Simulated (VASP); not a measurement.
# Rh (Fm-3m) in VASP: further runs

Rh is run at these levels: r2SCAN; tasks: single point.

Program: VASP 6.6.1. These are calculated values, not measurements. Logs are shortened: lines on timing, memory, paths and dates and some standing lists are left out, and cuts for length are marked.

## Step 1: The cell of the first run

It takes space group Fm-3m (No. 225, cubic). Conventional cell: a = 3.759 Å, b = 3.759 Å, c = 3.759 Å, α = 90.00°, β = 90.00°, γ = 90.00°. Within 3.5 Å of Rh (site symmetry m-3m) lie 12 Rh at 2.66 Å.

## Step 2: Single point, r2SCAN

POSCAR

```
Rh
1.0
    0.0000000000      1.8793579901      1.8793579901
    1.8793579901      0.0000000000      1.8793579901
    1.8793579901      1.8793579901      0.0000000000
Rh
1
Direct
    0.0000000000      0.0000000000      0.0000000000
```

INCAR.step1

```
SYSTEM = Rh
PREC = Accurate ; ENCUT = 520
ISMEAR = -1 ; SIGMA = 0.05
LREAL = .FALSE. ; LASPH = .TRUE.
NELM = 80 ; NBANDS = 14
GGA = PE ; ALGO = Normal
EDIFF = 1E-4 ; LWAVE = .TRUE.
LCHARG = .FALSE.
```

INCAR.step2

```
SYSTEM = Rh
PREC = Accurate ; ENCUT = 520
EDIFF = 1E-6 ; ISMEAR = -1
SIGMA = 0.05 ; LREAL = .FALSE.
LASPH = .TRUE. ; NELM = 80
ALGO = Normal ; ISIF = 2
LWAVE = .FALSE. ; LCHARG = .TRUE.
METAGGA = R2SCAN ; LMIXTAU = .TRUE.
LELF = .TRUE. ; LVHAR = .TRUE.
NBANDS = 14 ; ISTART = 1
```

KPOINTS

```
Automatic mesh
0
G
  24 24 24
  0 0 0
```

Potentials or basis: VASP PAW PBE potentials, release 64 (Rh_pv).

Command:

```console
> cat potpaw_PBE.64/Rh_pv/POTCAR > POTCAR
> cp INCAR.step1 INCAR
> mpirun -np 1 vasp_std > vasp.out
> cp INCAR.step2 INCAR
> mpirun -np 1 vasp_std > vasp.out
```

OUTCAR:

```text
SYSTEM = Rh
   PREC = Accurate
   ENCUT = 520
   EDIFF = 1E-6
   ISMEAR = -1
   LREAL = .FALSE.
   LASPH = .TRUE.
   NELM = 80
   ISIF = 2
   METAGGA = R2SCAN
   ISTART = 1

 ion  position               nearest neighbor table
   1  0.000  0.000  0.000-

  LATTYP: Found a face centered cubic cell.
 ALAT       =     3.7587159802

  Lattice vectors:

 A1 = (   0.0000000000,   1.8793579901,   1.8793579901)
 A2 = (   1.8793579901,   0.0000000000,   1.8793579901)
 A3 = (   1.8793579901,   1.8793579901,   0.0000000000)

Analysis of symmetry for initial positions (statically):
=====================================================================
 Subroutine PRICEL returns:
 Original cell was already a primitive cell.

 Routine SETGRP: Setting up the symmetry group for a
 face centered cubic supercell.

 Subroutine GETGRP returns: Found 48 space group operations
 (whereof 48 operations were pure point group operations)
 out of a pool of 48 trial point group operations.

The static configuration has the point symmetry O_h .

Analysis of symmetry for dynamics (positions and initial velocities):
=====================================================================
 Subroutine PRICEL returns:
 Original cell was already a primitive cell.

 Routine SETGRP: Setting up the symmetry group for a
 face centered cubic supercell.

 Subroutine GETGRP returns: Found 48 space group operations
 (whereof 48 operations were pure point group operations)
 out of a pool of 48 trial point group operations.

The dynamic configuration has the point symmetry O_h .

 Subroutine INISYM returns: Found 48 space group operations
 (whereof 48 operations are pure point group operations),
 and found     1 'primitive' translations

----------------------------------------------------------------------------------------

                                     Primitive cell

  volume of cell :      13.2757

  direct lattice vectors                    reciprocal lattice vectors
     0.000000000  1.879357990  1.879357990    -0.266048301  0.266048301  0.266048301
     1.879357990  0.000000000  1.879357990     0.266048301 -0.266048301  0.266048301
     1.879357990  1.879357990  0.000000000     0.266048301  0.266048301 -0.266048301

  length of vectors
     2.657813558  2.657813558  2.657813558     0.460809174  0.460809174  0.460809174

  position of ions in fractional coordinates (direct lattice)
     0.000000000  0.000000000  0.000000000

  ion indices of the primitive-cell ions
   primitive index   ion index
                 1           1

----------------------------------------------------------------------------------------

 KPOINTS: Automatic mesh

Automatic generation of k-mesh.
 Grid dimensions read from file:
 generate k-points for:   24   24   24

 Generating k-lattice:

  Cartesian coordinates                     Fractional coordinates (reciprocal lattice)
    -0.011085346  0.011085346  0.011085346     0.041666667  0.000000000  0.000000000
     0.011085346 -0.011085346  0.011085346     0.000000000  0.041666667  0.000000000
     0.011085346  0.011085346 -0.011085346     0.000000000  0.000000000  0.041666667

  Length of vectors
     0.019200382  0.019200382  0.019200382

  Shift w.r.t. Gamma in fractional coordinates (k-lattice)
     0.000000000  0.000000000  0.000000000

 Subroutine IBZKPT returns following result:
 ===========================================

 Found    413 irreducible k-points:

 Following reciprocal coordinates:
            Coordinates               Weight
  0.000000  0.000000  0.000000      1.000000
  0.041667  0.000000  0.000000      8.000000
  0.083333  0.000000  0.000000      8.000000
  0.125000  0.000000  0.000000      8.000000
  0.166667  0.000000  0.000000      8.000000
  0.208333  0.000000  0.000000      8.000000
[... 16 lines left out ...]
  0.416667  0.041667  0.000000     24.000000
  0.458333  0.041667  0.000000     24.000000
 [... further k-points ...]
   k-points           NKPTS =    413   k-points in BZ     NKDIM =    413   number of bands    NBANDS=     14
   number of dos      NEDOS =    301   number of ions     NIONS =      1
   total plane-waves  NPLWV =   8000
   dimension x,y,z NGX =    20 NGY =   20 NGZ =   20
   dimension x,y,z NGXF=    40 NGYF=   40 NGZF=   40
   ions per type =               1
   NGX,Y,Z   is equivalent  to a cutoff of  12.51, 12.51, 12.51 a.u.
   NGXF,Y,Z  is equivalent  to a cutoff of  25.02, 25.02, 25.02 a.u.
 SYSTEM =  Rh
   PREC   = accura    normal or accurate (medium, high low for compatibility)
   ISTART =      1    job   : 0-new  1-cont  2-samecut
   ICHARG =      0    charge: 1-file 2-atom 10-const
   ISPIN  =      1    spin polarized calculation?
   LNONCOLLINEAR =      F non collinear calculations
   LSORBIT =      F    spin-orbit coupling
   LASPH  =      T    aspherical Exc in radial PAW
   ENCUT  =  520.0 eV  38.22 Ry    6.18 a.u.   4.94  4.94  4.94*2*pi/ulx,y,z
   NELM   =     80;   NELMIN=  2; NELMDL=  0     # of ELM steps
   EDIFF  = 0.1E-05   stopping-criterion for ELM
   LREAL  =      F    real-space projection
   EDIFFG = 0.1E-04   stopping-criterion for IOM
   NSW    =      0    number of steps for IOM
   IBRION =     -1    ionic relax: 0-MD 1-quasi-New 2-CG
   NFREE  =      0    steps in history (QN), initial steepest desc. (CG)
   ISIF   =      2    stress and relaxation
   ISYM   =      2    0-nonsym 1-usesym 2-fastsym
   POTIM  = 0.5000    time-step for ionic-motion
   TEBEG  =    0.0;   TEEND  =   0.0 temperature during run
   PSTRESS=    0.0 pullay stress
   NELECT =      15.0000    total number of electrons
   NUPDOWN=      -1.0000    fix difference up-down
   EMIN   =  10.00;   EMAX   =-10.00  energy-range for DOS
   EFERMI =   0.00;   METHOD = LEGACY
   ISMEAR =    -1;   SIGMA  =   0.05  broadening in eV -4-tet -1-fermi 0-gaus
   EFERMI_NEDOS =   21; number of points for ismear=-14 and -15
   IALGO  =     38    algorithm
   IMIX   =      4    mixing-type and parameters
     AMIX     =   0.40;   BMIX     =  1.00
     AMIX_MAG =   1.60;   BMIX_MAG =  1.00
  volume/ion in A,a.u.               =      13.28        89.59
  Fermi-wavevector in a.u.,A,eV,Ry     =   1.705110  3.222191 39.557581  2.907400
  Thomas-Fermi vector in A             =   2.784390
   LORBIT       =      0    0 simple, 1 ext, 2 COOP (PROOUT), +10 PAW based schemes
   METAGGA = R2SCAN    functional components
   LHFCALC =     F    Hartree Fock is set to
   AEXX    =    0.0000 exact exchange contribution
   IVDW    =     0    specifies the selected vdW correction
   LEPSILON=     F    determine dielectric tensor
   LRPA    =     F    only Hartree local field effects (RPA)
 non-spin polarized calculation
  energy-cutoff  :      520.00
  volume of cell :       13.28
 maximum number of plane-waves:       370
   NGX =  9   NGY =  9   NGZ =  9

 number of electron      15.0000003 magnetization

 Free energy of the ion-electron system (eV)
  ---------------------------------------------------
  ext. energy  EPLUGINS =         0.00000000
  ---------------------------------------------------
  free energy    TOTEN  =       -24.12515547 eV

  energy without entropy =      -24.11600539  energy(sigma->0) =      -24.12058043

 E-fermi :  12.3854     XC(G=0): -15.4703

 val. band max:       12.3845224648   @ k =  -0.3750   0.2500   0.0000
 cond. band min:      12.3867896208   @ k =   0.4167   0.0833   0.0417
 fundamental gap:      0.0022671560
 Fermi energy:        12.3854270416

 k-point     1 :       0.0000    0.0000    0.0000
  band No.  band energies     occupation
      1     -35.4646      2.00000
      2     -35.4646      2.00000
      3     -35.4646      2.00000
      4       3.9399      2.00000
      5       9.0367      2.00000
      6       9.0367      2.00000
      7       9.0367      2.00000
      8      11.2608      2.00000
      9      11.2608      2.00000
     10      29.0733      0.00000
     11      29.7270      0.00000
     12      35.0340      0.00000
     13      35.0340      0.00000
     14      35.0340      0.00000

 k-point     2 :       0.0417    0.0000    0.0000
  band No.  band energies     occupation
      1     -35.4804      2.00000
      2     -35.4667      2.00000
      3     -35.4667      2.00000
      4       4.0162      2.00000
      5       9.0013      2.00000
      6       9.0672      2.00000
      7       9.0672      2.00000
      8      11.2431      2.00000
      9      11.2431      2.00000
     10      29.1873      0.00000
     11      29.7270      0.00000
     12      34.6037      0.00000
     13      35.1466      0.00000
     14      35.1466      0.00000

 k-point     3 :       0.0833    0.0000    0.0000
  band No.  band energies     occupation
      1     -35.5264      2.00000
      2     -35.4729      2.00000
      3     -35.4728      2.00000
      4       4.2395      2.00000
      5       8.9052      2.00000
      6       9.1522      2.00000
      7       9.1522      2.00000
      8      11.1983      2.00000
      9      11.1983      2.00000
     10      29.5098      0.00000
     11      29.7270      0.00000
     12      33.5973      0.00000
     13      35.4782      0.00000
     14      35.4782      0.00000
[... 324 lines left out ...]
 k-point    23 :       0.4167    0.0417    0.0000
  band No.  band energies     occupation
      1     -36.2705      2.00000
      2     -35.5841      2.00000
      3     -35.5795      2.00000
      4       5.8981      2.00000
      5       8.9618      2.00000
      6       9.0893      2.00000
      7      11.4163      2.00000
      8      12.8013      0.00049
      9      13.0714      0.00000
     10      23.5446      0.00000
     11      29.2060      0.00000
     12      29.7273      0.00000
     13      35.4103      0.00000
     14      36.0378      0.00000

 k-point    24 :       0.4583    0.0417    0.0000
  band No.  band energies     occupation
      1     -36.3214      2.00000
      2     -35.5895      2.00000
      3     -35.5889      2.00000
      4       5.8324      2.00000
      5       8.8912      2.00000
      6       9.0111      2.00000
      7      11.9707      1.99950
      8      12.9724      0.00002
      9      13.6444      0.00000
     10      22.4661      0.00000
     11      28.8938      0.00000
     12      29.7273      0.00000
     13      35.0040      0.00000
     14      35.2995      0.00000

 [... further k-points ...]
[... 5 lines left out ...]
  --------------------------------------------------------------------------------------
  -------------------------------------------------------------------------------------
  Total        0.9491905      0.9491905      0.9491905      0.0000000      0.0000000     -0.0000000
  in kB      114.5527233    114.5527233    114.5527233      0.0000000      0.0000000     -0.0000000
  external PRESSURE =     114.5527233 kB  Pullay stress =       0.0000000 kB

 VOLUME and BASIS-vectors are now :
 -----------------------------------------------------------------------------
  energy-cutoff  :      520.00
  volume of cell :       13.28
      direct lattice vectors                 reciprocal lattice vectors
     0.000000000  1.879357990  1.879357990    -0.266048301  0.266048301  0.266048301
     1.879357990  0.000000000  1.879357990     0.266048301 -0.266048301  0.266048301
     1.879357990  1.879357990  0.000000000     0.266048301  0.266048301 -0.266048301

 POSITION                                       TOTAL-FORCE (eV/Angst)
 -----------------------------------------------------------------------------------
      0.00000      0.00000      0.00000         0.000000     -0.000000      0.000000
 -----------------------------------------------------------------------------------
    total drift:                                0.000000      0.000000      0.000000

  FREE ENERGIE OF THE ION-ELECTRON SYSTEM (eV)
  ---------------------------------------------------
  free  energy   TOTEN  =       -24.1251554680 eV

  energy  without entropy=      -24.1160053861  energy(sigma->0) =      -24.12058043
```

Wall time 99 s (1 thread of Intel Xeon 6975P-C (Granite Rapids), shared host); peak memory 0.18 GiB.

What came out:

| Property | Result |
| --- | --- |
| Free energy | -24.1252 eV |
| Pressure | 11.5 GPa |

Caveat: the PAW data sets were made with another functional, which shifts forces and pressure a little.

## Step 3: Single point, r2SCAN

This run uses another cell than the first one, of 13.40 Å³/atom, 1.009 times its volume.

POSCAR

```
Rh
1.0
    0.0000000000      1.8852643431      1.8852643431
    1.8852643431      0.0000000000      1.8852643431
    1.8852643431      1.8852643431      0.0000000000
Rh
1
Direct
    0.0000000000      0.0000000000      0.0000000000
```

INCAR.step1

```
SYSTEM = Rh
PREC = Accurate
ENCUT = 520
ISMEAR = -1
SIGMA = 0.05
LREAL = .False.
LASPH = .True.
NELM = 100
NBANDS = 14
GGA = PE
ALGO = Normal
EDIFF = 1E-4
LWAVE = .True.
LCHARG = .False.
```

INCAR.step2

```
SYSTEM = Rh
PREC = Accurate
ENCUT = 520
EDIFF = 1E-6
ISMEAR = -1
SIGMA = 0.05
LREAL = .False.
LASPH = .True.
NELM = 100
ALGO = Normal
ISIF = 2
LWAVE = .False.
LCHARG = .True.
METAGGA = R2SCAN
LMIXTAU = .True.
LELF = .True.
LVHAR = .True.
NBANDS = 14
ISTART = 1
```

KPOINTS

```
Automatic mesh
0
Gamma
  24 24 24
  0 0 0
```

Potentials or basis: VASP PAW PBE potentials, release 64 (Rh_pv).

Command:

```console
> cat potpaw_PBE.64/Rh_pv/POTCAR > POTCAR
> cp INCAR.step1 INCAR
> mpirun -np 1 vasp_std > vasp.out
> cp INCAR.step2 INCAR
> mpirun -np 1 vasp_std > vasp.out
```

Run time: 91 s. Hardware: 1 thread of Intel Xeon 6975P-C (Granite Rapids), shared host; peak memory 0.18 GiB.

It converged, with:

```
Free energy : -24.1330 eV
Pressure    : 8.3 GPa
```

Levels at points of the mesh, in eV from the Fermi level:
| k point | band 3 | band 4 | band 5 | band 6 | band 7 | band 8 | band 9 | band 10 | band 11 | band 12 |
| --- | --- | --- | --- | --- | --- | --- | --- | --- | --- | --- |
| (0.00, 0.00, 0.00) | -47.83 | -8.37 | -3.30 | -3.30 | -3.30 | -1.11 | -1.11 | 16.70 | 17.35 | 22.60 |
| (0.50, 0.00, 0.00) | -47.95 | -6.56 | -3.42 | -3.42 | 0.62 | 0.62 | 0.88 | 9.37 | 16.26 | 17.35 |
| (0.50, 0.50, 0.00) | -48.15 | -6.80 | -6.42 | 0.54 | 1.10 | 1.10 | 3.53 | 13.22 | 14.17 | 14.17 |

Caveat: the PAW data sets were made with another functional, which shifts forces and pressure a little.
